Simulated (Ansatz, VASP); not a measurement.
# AlGa3N4: VASP beside Ansatz

```
CELL_PARAMETERS angstrom
5.06522 0.00000 0.00012
0.00000 3.11751 0.00000
-0.00353 0.00000 5.47849
ATOMIC_POSITIONS crystal
Al 0.00060 0.50000 0.66736
Ga 0.49912 0.50000 0.33492
Ga 0.49903 0.00000 0.83156
Ga 0.99986 0.00000 0.16618
N 0.11967 0.50000 0.34010
N 0.11765 0.00000 0.82638
N 0.62044 0.00000 0.16622
N 0.63123 0.50000 0.66730
```

Change from the starting cell: strain -0.015 along x and y, +0.000 along z, atoms carried along.

Alike in both runs: task single point; functional PBEsol; k mesh 6 × 8 × 6; occupations gaussian, width 0.05 eV; no spin polarisation.

|  | VASP | Ansatz |
| --- | --- | --- |
| version | VASP 6.6.1 | Ansatz 0.2.0 |
| potentials or method | VASP PAW PBE potentials, release 64 (Al, Ga_d, N), cutoff 520 eV | scalar-relativistic, plane waves, PAW |
| valence electrons in the cell | 62 | 62 |

Ansatz gave:

```
gap on the k mesh at the Fermi level (eV)                     : 2.55
least direct gap on the mesh (eV)                             : 2.55
pressure (GPa)                                                : 6.2
traceless stress, the component that is largest in VASP (GPa) : -3.60
rms of the force components (eV/Å)                            : 0.102
```

Q: Estimate VASP's values.

A: gap on the k mesh at the Fermi level (eV): 2.57; least direct gap on the mesh (eV): 2.57; pressure (GPa): 6.1; traceless stress, the component that is largest in VASP (GPa): -3.63; rms of the force components (eV/Å): 0.101.

VASP's potentials were made for PBE, not for PBEsol. Atom by atom the forces differ by 0.005 eV/Å (rms over components).
